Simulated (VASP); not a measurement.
# B (P-1) in VASP: further runs

Runs on B. Level: PBE. Tasks: single point, relaxation of cell and atoms.

All numbers are computed with VASP 6.6.1; they aren't measurements. Logs are shortened: lines on timing, memory, paths and dates and some standing lists are left out, and cuts for length are marked.

## Step 1: The cell of the first run

The typed cell holds 3 atoms: a = 2.250 Å, b = 3.104 Å, c = 4.709 Å, α = 116.45°, β = 76.12°, γ = 136.48°.

## Step 2: Single point, PBE

INCAR reads:

```
  ALGO = Normal
  EDIFF = 1E-6
  ENCUT = 520
  GGA = PE
  ISIF = 2
  ISMEAR = 0
  LASPH = T
  LCHARG = F
  LREAL = F
  LWAVE = F
  NBANDS = 12
  NELM = 60
  PREC = Accurate
  SIGMA = 0.1
```

KPOINTS reads:

```
k-points
0
Gamma
  8 8 4
```

POSCAR reads:

```
B
1.0
    2.1473443650     -0.6282859924      0.2337498670
   -1.5340470183      2.6694571492     -0.3925144054
    0.2162985325     -1.6673332930      4.3982377159
B
3
Direct
    0.6931884589      0.8640854912      0.3417361690
    0.3068115411      0.1359145088      0.6582638310
    0.0000000000      0.0000000000      0.0000000000
```

Potentials or basis: VASP PAW PBE potentials, release 64 (B).

Command:

```console
$ cat potpaw_PBE.64/B/POTCAR > POTCAR
$ mpirun -np 1 vasp_std > vasp.out
```

OUTCAR:

```text
EDIFF = 1E-6
   ENCUT = 520
   GGA = PE
   ISIF = 2
   ISMEAR = 0
   LASPH = T
   LREAL = F
   NELM = 60
   PREC = Accurate

 ion  position               nearest neighbor table
   1  0.693  0.864  0.342-   3 1.70   2 1.74   2 1.74   3 1.87
   2  0.307  0.136  0.658-   3 1.70   1 1.74   1 1.74   3 1.87
   3  0.000  0.000  0.000-   1 1.70   2 1.70   1 1.87   2 1.87

  LATTYP: Found a triclinic cell.
 ALAT       =     4.3343433799
 B/A-ratio  =     0.5190056881
 C/A-ratio  =     0.4930902316
 COS(alpha) =     0.0005386750
 COS(beta)  =     0.0649183058
 COS(gamma) =     0.2587549525

  Lattice vectors:

 A1 = (   1.3177484858,  -1.0021238562,  -4.0057233105)
 A2 = (   2.1473443650,  -0.6282859924,   0.2337498670)
 A3 = (  -0.6132973467,  -2.0411711568,   0.1587645384)

Analysis of symmetry for initial positions (statically):
=====================================================================
 Subroutine PRICEL returns:
 Original cell was already a primitive cell.

 Routine SETGRP: Setting up the symmetry group for a
 triclinic supercell.

 Subroutine GETGRP returns: Found  2 space group operations
 (whereof  2 operations were pure point group operations)
 out of a pool of  2 trial point group operations.

The static configuration has the point symmetry S_2 .

Analysis of symmetry for dynamics (positions and initial velocities):
=====================================================================
 Subroutine PRICEL returns:
 Original cell was already a primitive cell.

 Routine SETGRP: Setting up the symmetry group for a
 triclinic supercell.

 Subroutine GETGRP returns: Found  2 space group operations
 (whereof  2 operations were pure point group operations)
 out of a pool of  2 trial point group operations.

The dynamic configuration has the point symmetry S_2 .

 Subroutine INISYM returns: Found  2 space group operations
 (whereof  2 operations are pure point group operations),
 and found     1 'primitive' translations

----------------------------------------------------------------------------------------

                                     Primitive cell

  volume of cell :      20.0836

  direct lattice vectors                    reciprocal lattice vectors
     2.147344365 -0.628285992  0.233749867     0.552015919  0.331723917  0.098606334
    -1.534047018  2.669457149 -0.392514405     0.118186720  0.467743905  0.171505367
     0.216298533 -1.667333293  4.398237716    -0.018790175  0.024113249  0.237428983
[... 97 lines left out ...]
   NELECT =       9.0000    total number of electrons
   NUPDOWN=      -1.0000    fix difference up-down
   EMIN   =  10.00;   EMAX   =-10.00  energy-range for DOS
   EFERMI =   0.00;   METHOD = LEGACY
   ISMEAR =     0;   SIGMA  =   0.10  broadening in eV -4-tet -1-fermi 0-gaus
   EFERMI_NEDOS =   21; number of points for ismear=-14 and -15
   IALGO  =     38    algorithm
   IMIX   =      4    mixing-type and parameters
     AMIX     =   0.40;   BMIX     =  1.00
     AMIX_MAG =   1.60;   BMIX_MAG =  1.00
  volume/ion in A,a.u.               =       6.69        45.18
  Fermi-wavevector in a.u.,A,eV,Ry     =   1.252781  2.367414 21.353817  1.569461
  Thomas-Fermi vector in A             =   2.386665
   LORBIT       =      0    0 simple, 1 ext, 2 COOP (PROOUT), +10 PAW based schemes
   GGA     = PE    functional components
   LHFCALC =     F    Hartree Fock is set to
   AEXX    =    0.0000 exact exchange contribution
   IVDW    =     0    specifies the selected vdW correction
   LEPSILON=     F    determine dielectric tensor
   LRPA    =     F    only Hartree local field effects (RPA)
 non-spin polarized calculation
 Gauss-broadening in eV      SIGMA  =   0.10
  energy-cutoff  :      520.00
  volume of cell :       20.08
 maximum number of plane-waves:       554
 NGX is ok and might be reduce to    18
   NGX =  9   NGY = 11   NGZ = 17

 number of electron       9.0000000 magnetization

 Free energy of the ion-electron system (eV)
  ---------------------------------------------------
  ext. energy  EPLUGINS =         0.00000000
  ---------------------------------------------------
  free energy    TOTEN  =       -18.20813129 eV

  energy without entropy =      -18.20641019  energy(sigma->0) =      -18.20727074

 E-fermi :   7.5200     XC(G=0): -12.2773

 val. band max:        7.4873496997   @ k =  -0.3750   0.0000   0.2500
 cond. band min:       7.5691639050   @ k =  -0.3750  -0.3750   0.2500
 fundamental gap:      0.0818142053
 Fermi energy:         7.5200062012

 k-point     1 :       0.0000    0.0000    0.0000
  band No.  band energies     occupation
      1      -8.8412      2.00000
      2      -2.3908      2.00000
      3      -2.3604      2.00000
      4      12.5204      0.00000
      5      13.3034      0.00000
      6      13.7907      0.00000
      7      17.6578      0.00000
      8      18.9778      0.00000
      9      19.5328      0.00000
     10      19.9122      0.00000
     11      22.2275      0.00000
     12      23.3482      0.00000
[... 331 lines left out ...]
 k-point    24 :       0.2500    0.3750   -0.0000
  band No.  band energies     occupation
      1      -2.4239      2.00000
      2      -1.9243      2.00000
      3       3.3713      2.00000
      4       4.2232      2.00000
      5       7.7364      0.00221
      6       9.1310      0.00000
      7      11.6610      0.00000
      8      16.0853      0.00000
      9      16.8458      0.00000
     10      18.0026      0.00000
     11      20.7739      0.00000
     12      21.6869      0.00000

 [... further k-points ...]

------------------------ aborting loop because EDIFF is reached ----------------------------------------

  FORCE on cell =-STRESS in cart. coord.  units (eV):
  Direction    XX          YY          ZZ          XY          YZ          ZX
  --------------------------------------------------------------------------------------
  -------------------------------------------------------------------------------------
  Total       -0.0032954     -0.0085973      0.0185553      0.0035994     -0.0058950      0.0010283
  in kB       -0.2628900     -0.6858564      1.4802619      0.2871412     -0.4702781      0.0820354
  external PRESSURE =       0.1771718 kB  Pullay stress =       0.0000000 kB

 VOLUME and BASIS-vectors are now :
 -----------------------------------------------------------------------------
  energy-cutoff  :      520.00
  volume of cell :       20.08
      direct lattice vectors                 reciprocal lattice vectors
     2.147344365 -0.628285992  0.233749867     0.552015919  0.331723917  0.098606334
    -1.534047018  2.669457149 -0.392514405     0.118186720  0.467743905  0.171505367
     0.216298533 -1.667333293  4.398237716    -0.018790175  0.024113249  0.237428983

 POSITION                                       TOTAL-FORCE (eV/Angst)
 -----------------------------------------------------------------------------------
      0.23688      1.30133      1.32590         0.000325     -0.002115     -0.003063
      0.59271     -0.92749      2.91357        -0.000325      0.002115      0.003063
      0.00000      0.00000      0.00000         0.000000      0.000000      0.000000
 -----------------------------------------------------------------------------------
    total drift:                               -0.000000      0.000000      0.000000

  FREE ENERGIE OF THE ION-ELECTRON SYSTEM (eV)
  ---------------------------------------------------
  free  energy   TOTEN  =       -18.2081312925 eV

  energy  without entropy=      -18.2064101871  energy(sigma->0) =      -18.20727074
```

stdout:

```text
POSCAR found type information on POSCAR B
 POSCAR found :  1 types and       3 ions
 scaLAPACK will be used
 LDA part: xc-table for (Slater+PW92), standard interpolation
 POSCAR, INCAR and KPOINTS ok, starting setup
 FFT: planning ... GRIDC
 FFT: planning ... GRID_SOFT
 FFT: planning ... GRID
 WAVECAR not read
 entering main loop
```

It took 11 s on 1 thread of Intel Xeon 6975P-C (Granite Rapids), shared host; peak memory 0.14 GiB.

What came out:

* Free energy: -18.2081 eV
* Pressure: 0.0 GPa
* Largest force: 0.004 eV/Å
* Band gap on the k mesh: zero (an odd number of electrons rules out a gap without spin polarisation)

Forces on the atoms (eV/Å):
```
B    0.000 -0.002 -0.003
B    0.000  0.002  0.003
B    0.000  0.000  0.000
```

Levels at points of the mesh, in eV from the Fermi level:
| k point | band 2 | band 3 | band 4 | band 5 | band 6 | band 7 | band 8 | band 9 |
| --- | --- | --- | --- | --- | --- | --- | --- | --- |
| (0.00, 0.00, 0.00) | -9.91 | -9.88 | 5.00 | 5.78 | 6.27 | 10.14 | 11.46 | 12.01 |
| (0.50, 0.00, 0.00) | -4.29 | -3.95 | -3.94 | -3.63 | -0.69 | 2.77 | 6.16 | 6.78 |
| (0.00, 0.50, 0.00) | -8.62 | -8.17 | -6.97 | 1.65 | 5.12 | 7.51 | 7.58 | 9.60 |
| (0.50, 0.50, 0.00) | -9.75 | -7.45 | -6.35 | -2.39 | 4.03 | 8.57 | 10.10 | 11.59 |
| (0.00, 0.00, 0.50) | -14.61 | -4.82 | 3.69 | 3.82 | 7.56 | 7.63 | 10.33 | 11.63 |
| (0.50, 0.00, 0.50) | -4.29 | -3.95 | -3.95 | -3.63 | -0.69 | 2.77 | 6.13 | 6.78 |
| (0.00, 0.50, 0.50) | -9.69 | -5.83 | -4.59 | -2.26 | 1.12 | 7.61 | 11.01 | 12.45 |
| (0.50, 0.50, 0.50) | -9.76 | -7.44 | -6.34 | -2.40 | 4.00 | 8.57 | 10.13 | 11.60 |

Caveat: the k points lie up to 0.40 Å⁻¹ apart, too coarse for converged energies and pressures of a metal; an odd number of electrons without spin polarisation forces a metal; a magnetic or distorted state may lie lower.

## Step 3: Single point, PBE

This run uses another cell than the first one, of 7.70 Å³/atom.

INCAR reads:

```
  PREC = Accurate
  ENCUT = 520
  EDIFF = 1E-7
  ISMEAR = 0
  SIGMA = 0.1
  LREAL = False
  LASPH = True
  NELM = 60
  ALGO = Normal
  ISIF = 2
  LWAVE = False
  LCHARG = False
  GGA = PE
  NBANDS = 12
```

KPOINTS reads:

```
regular mesh
0
Gamma
  8 8 4
```

POSCAR reads:

```
B
1.0
    2.1684752100      0.0000000000      0.0000000000
   -0.9613767200      2.0088559400      0.0000000000
   -0.6258326500     -0.9125000300      5.3031270100
B
3
Direct
    0.5860701200      0.7414223000      0.3352578000
    0.4139298800      0.2585777000      0.6647422000
    0.0000000000      0.0000000000      0.0000000000
```

Potentials or basis: VASP PAW PBE potentials, release 64 (B).

Command:

```console
$ cat potpaw_PBE.64/B/POTCAR > POTCAR
$ mpirun -np 1 vasp_std > vasp.out
```

Run time: 7.6 s. Hardware: 1 thread of Intel Xeon 6975P-C (Granite Rapids), shared host; peak memory 0.14 GiB.

It converged, with:

```yaml
Free_energy: -14.8098 eV
Pressure: -35.9 GPa
Largest_force: 0.726 eV/Å
Band_gap_on_the_k_mesh: zero (an odd number of electrons rules out a gap without spin polarisation)
```

Forces in eV/Å, atoms in the order of the input:
```
B   -0.624  0.365 -0.071
B    0.624 -0.365  0.071
B    0.000  0.000  0.000
```

Stress tensor (GPa, compression positive):
```
-35.46  -9.07   3.02
 -9.07 -35.84  -0.94
  3.02  -0.94 -36.55
```

Levels at points of the mesh, in eV from the Fermi level:
```
           k point  band 3  band 4  band 5  band 6  band 7  band 8
(0.00, 0.00, 0.00)  -11.54    1.58    1.74    9.08    9.32   11.19
(0.50, 0.00, 0.00)   -6.78   -3.66   -1.66    0.12    3.79    5.75
(0.00, 0.50, 0.00)   -6.97   -4.11   -2.05   -0.89    4.32    5.44
(0.50, 0.50, 0.00)   -4.40   -3.17   -1.73   -1.23    3.90    3.96
(0.00, 0.00, 0.50)   -7.35   -4.49    8.39    9.35    9.64   10.93
(0.50, 0.00, 0.50)   -6.79   -3.81   -1.34   -0.03    4.17    5.40
(0.00, 0.50, 0.50)   -7.18   -4.51   -1.72   -0.11    3.31    5.31
(0.50, 0.50, 0.50)   -5.55   -4.66    0.18    1.17    2.87    5.55
```

Caveat: the k points lie up to 0.41 Å⁻¹ apart, too coarse for converged energies and pressures of a metal; an odd number of electrons without spin polarisation forces a metal; a magnetic or distorted state may lie lower.

## Step 4: Relaxation of cell and atoms, PBE

This run uses another cell than the first one, of 7.70 Å³/atom.

INCAR reads:

```
SYSTEM = B
PREC = Accurate ; ENCUT = 600
EDIFF = 1E-7 ; ISMEAR = 0
SIGMA = 0.1 ; LREAL = .False.
LASPH = .True. ; NELM = 60
ALGO = Normal ; ISIF = 3
LWAVE = .False. ; LCHARG = .False.
GGA = PE ; IBRION = 2
NSW = 90 ; EDIFFG = -0.04
```

KPOINTS reads:

```
Automatic mesh
0
Gamma
  8 8 4
  0 0 0
```

POSCAR is that of step 3.

Potentials or basis: VASP PAW PBE potentials, release 64 (B).

Command:

```console
$ cat potpaw_PBE.64/B/POTCAR > POTCAR
$ mpirun -np 1 vasp_std > vasp.out
```

OUTCAR:

```text
SYSTEM = B
   PREC = Accurate
   ENCUT = 600
   EDIFF = 1E-7
   ISMEAR = 0
   LREAL = .False.
   LASPH = .True.
   NELM = 60
   ISIF = 3
   GGA = PE
   IBRION = 2
   NSW = 90
   EDIFFG = -0.04

 ion  position               nearest neighbor table
   1  0.586  0.741  0.335-   3 2.14   2 2.16   3 2.16
   2  0.414  0.259  0.665-   3 2.14   1 2.16   3 2.16
   3  0.000  0.000  0.000-   1 2.14   2 2.14   1 2.16   2 2.16

  LATTYP: Found a triclinic cell.
 ALAT       =     2.1684752100
 B/A-ratio  =     1.0807720078
 C/A-ratio  =     2.5814532111
 COS(alpha) =     0.0022135805
 COS(beta)  =     0.2755792980
 COS(gamma) =     0.5150556518

  Lattice vectors:

 A1 = (   2.1684752100,   0.0000000000,   0.0000000000)
[... 191 lines left out ...]
  external PRESSURE =    -359.6945115 kB  Pullay stress =       0.0000000 kB
[... 631 lines left out ...]
 k-point    24 :       0.2500    0.3750   -0.0000
  band No.  band energies     occupation
      1      -5.5852      2.00000
      2      -2.9248      2.00000
      3       0.1196      2.00000
      4       3.1485      2.00000
      5       6.2389      0.00000
      6       6.5531      0.00000
      7       9.3617      0.00000
      8      10.6361      0.00000

 [... further k-points ...]

[... ionic steps 4 to 71 ...]

--------------------------------------- Ionic step       72  -------------------------------------------

 number of electron       8.9999999 magnetization

------------------------ aborting loop because EDIFF is reached ----------------------------------------
[... 69 lines left out ...]
--------------------------------------- Ionic step       74  -------------------------------------------

 number of electron       8.9999999 magnetization

 Free energy of the ion-electron system (eV)
  ---------------------------------------------------
  ext. energy  EPLUGINS =         0.00000000
  ---------------------------------------------------
  free energy    TOTEN  =       -18.18351108 eV

  energy without entropy =      -18.17982509  energy(sigma->0) =      -18.18166808

 E-fermi :   2.4616     XC(G=0):  -9.3564

 val. band max:        2.4510360692   @ k =   0.3750   0.3750   0.2500
 cond. band min:       2.4659838995   @ k =   0.2500   0.5000   0.0000
 fundamental gap:      0.0149478303
 Fermi energy:         2.4615819859
[... 294 lines left out ...]
  FREE ENERGIE OF THE ION-ELECTRON SYSTEM (eV)
  ---------------------------------------------------
  free  energy   TOTEN  =       -18.1835110765 eV

  energy  without entropy=      -18.1798250925  energy(sigma->0) =      -18.18166808

 reached required accuracy - stopping structural energy minimisation
```

OSZICAR:

```text
N       E                     dE             d eps       ncg     rms          rms(c)
DAV:   1     0.726690306558E+01    0.72669E+01   -0.46585E+03  2112   0.108E+03
DAV:   2    -0.143612758896E+02   -0.21628E+02   -0.20823E+02  2888   0.125E+02
DAV:   3    -0.148173958118E+02   -0.45612E+00   -0.42221E+00  3096   0.182E+01
DAV:   4    -0.148216864022E+02   -0.42906E-02   -0.42901E-02  3040   0.104E+00
[... 667 lines left out ...]
DAV:   1    -0.181835126955E+02   -0.22114E-03   -0.29705E-03  2160   0.560E-01    0.211E-02
DAV:   2    -0.181835112285E+02    0.14670E-05   -0.38864E-05  3168   0.580E-02    0.124E-02
DAV:   3    -0.181835106985E+02    0.53006E-06   -0.31128E-06  2544   0.114E-02    0.305E-03
DAV:   4    -0.181835110221E+02   -0.32363E-06   -0.33426E-07  2584   0.443E-03    0.717E-04
DAV:   5    -0.181835110765E+02   -0.54437E-07   -0.37192E-08  1376   0.152E-03
  74 F= -.18183511E+02 E0= -.18181668E+02  d E =-.219499E-03
```

Run time: 7.9 min. Hardware: 1 thread of Intel Xeon 6975P-C (Granite Rapids), shared host; peak memory 0.15 GiB.

What came out:

| Property | Result |
| --- | --- |
| Free energy | -18.1835 eV |
| Relaxed volume | 11.00 Å³/atom |
| Relaxed cell | a = 3.248 Å, b = 3.099 Å, c = 6.756 Å, α = 86.65°, β = 96.91°, γ = 150.58° |
| Space group after relaxing (to 0.1 Å) | P-1 (No. 2) |
| Energy gained by relaxing | 1124.2 meV/atom |
| Ionic steps | 74 |
| Pressure after relaxing | 0.0 GPa |
| Largest force after relaxing | 0.024 eV/Å |
| Band gap on the k mesh | zero (an odd number of electrons rules out a gap without spin polarisation) |

Forces on the atoms (eV/Å):
```
B   -0.012  0.015 -0.015
B    0.012 -0.015  0.015
B    0.000  0.000  0.000
```

Step by step:
| step | energy change (eV) | largest force (eV/Å) | pressure (GPa) | volume (Å³) |
| --- | --- | --- | --- | --- |
| 1 | 0.0000 | 0.7262 | -35.97 | 23.10 |
| 3 | -0.8165 | 0.9694 | 4.57 | 17.79 |
| 5 | -1.2189 | 0.6313 | 24.77 | 17.01 |
| 7 | -1.6043 | 0.4633 | 13.36 | 18.09 |
| 9 | -2.0574 | 0.9350 | -4.92 | 20.30 |
| 11 | -2.1838 | 0.9292 | 18.57 | 24.13 |
| 13 | -2.5321 | 0.9575 | 8.66 | 23.61 |
| 15 | -2.7423 | 0.9693 | -1.77 | 24.25 |
| 17 | -2.8566 | 0.6902 | -0.98 | 24.26 |
| 19 | -2.9828 | 0.2720 | 7.05 | 24.08 |
| 21 | -3.0701 | 0.2161 | 7.59 | 24.73 |
| 23 | -3.0829 | 0.7560 | 13.31 | 25.67 |
| 25 | -3.1818 | 0.3394 | 0.38 | 28.98 |
| 27 | -3.1965 | 0.1534 | 1.43 | 28.95 |
| 29 | -3.2005 | 0.1648 | -1.27 | 29.27 |
| 31 | -3.2066 | 0.1770 | -1.53 | 29.35 |
| 33 | -3.2130 | 0.1394 | -0.51 | 29.26 |
| 35 | -3.2170 | 0.1214 | -0.06 | 29.10 |
| 37 | -3.2200 | 0.1425 | -0.57 | 29.03 |
| 39 | -3.2331 | 0.1401 | 0.35 | 28.65 |
| 41 | -3.2361 | 0.1362 | 1.12 | 28.35 |
| 43 | -3.2449 | 0.1211 | 2.27 | 28.43 |
| 45 | -3.2567 | 0.2175 | -1.59 | 29.21 |
| 47 | -3.2652 | 0.0680 | -0.47 | 29.32 |
| 49 | -3.2747 | 0.0734 | 0.47 | 29.09 |
| 51 | -3.2829 | 0.0772 | 1.14 | 28.81 |
| 53 | -3.2851 | 0.1315 | -0.54 | 29.02 |
| 55 | -3.2930 | 0.1911 | -0.71 | 29.24 |
| 57 | -3.3021 | 0.4505 | -0.97 | 30.17 |
| 59 | -3.3092 | 0.3068 | -0.76 | 29.91 |
| 61 | -3.3290 | 0.0307 | 0.10 | 30.48 |
| 63 | -3.3332 | 0.0850 | 0.46 | 30.76 |
| 65 | -3.3423 | 0.2121 | 0.42 | 31.47 |
| 67 | -3.3450 | 0.2282 | -0.58 | 32.01 |
| 69 | -3.3637 | 0.2336 | -1.23 | 33.03 |
| 71 | -3.3698 | 0.1381 | 0.03 | 33.06 |
| 73 | -3.3722 | 0.0365 | -0.45 | 33.07 |
| 74 | -3.3725 | 0.0243 | -0.04 | 33.01 |

Final structure:
```
CELL_PARAMETERS angstrom
3.14284 -0.80270 -0.16799
-2.23423 2.14150 0.15941
-0.63198 -0.58725 6.70047
ATOMIC_POSITIONS crystal
B 0.65229 0.57190 0.23455
B 0.34771 0.42810 0.76545
B 0.00000 0.00000 0.00000
```

Caveat: the k points lie up to 0.50 Å⁻¹ apart in the final cell, too coarse for converged energies and pressures of a metal; the volume moved by over 15 % at a fixed basis, so the end points are rough; an odd number of electrons without spin polarisation forces a metal; a magnetic or distorted state may lie lower.

## Step 5: Summary

```tsv
task	cell	cutoff (eV)	gap on the mesh (eV)	pressure (GPa)	largest force (eV/Å)
single point	a = 2.250, b = 3.104, c = 4.709 Å, angles 116.4, 76.1, 136.5°, 3 atoms, atomic positions A	520	none	0.0	-
single point	a = 2.168, b = 2.227, c = 5.417 Å, angles 95.9, 96.6, 115.6°, 3 atoms, atomic positions B	520	none	-35.9	0.73
relaxation of cell and atoms	relaxed from a = 2.168, b = 2.227, c = 5.417 Å, angles 95.9, 96.6, 115.6°, 3 atoms, atomic positions B	600	none	0.0	0.02
```

Alike in all rows: level PBE; potentials or basis VASP PAW PBE potentials, release 64 (B); no spin polarisation; k mesh 8 × 8 × 4; smearing gaussian 0.1 eV.

Caveats: all runs use coarse meshes; an odd number of electrons without spin polarisation forces a metal; a magnetic or distorted state may lie lower; the volume moved by over 15 % at a fixed basis, so the end points are rough (at least some runs).

Total energies depend on the potentials used, so only differences within one code and one set of settings carry meaning.

The gap in the log of VASP goes by the Fermi energy; the results here count the filled bands.